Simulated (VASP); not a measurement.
Runs of VASP 6.6.1 on AlCo. The structure is that of space group Pm-3m (No. 221), or close to it. The cells are those of the table. 

```csv
cell,gap on the mesh (eV),pressure (GPa),moment (μB)
"a = 2.824 Å, 2 atoms",none,-0.5,0.00
"a = 2.852 Å, 2 atoms",none,-6.0,0.00
"a = 2.879 Å, 2 atoms",none,-10.7,0.00
"a = 2.766 Å, 2 atoms",none,(a),0.00
```

Alike in all rows: task single point; level r2SCAN; potentials or basis VASP PAW PBE potentials, release 64 (Al, Co); spin collinear, ferromagnetic start; k mesh 14 × 14 × 14; cutoff (eV) 520; smearing gaussian 0.1 eV.

Q: Estimate the missing entries.

A: (a) 13.4.

Caveats: the PAW data sets were made with another functional, which shifts forces and pressure a little.

A gap of «none» marks levels without a gap at the run's occupations.
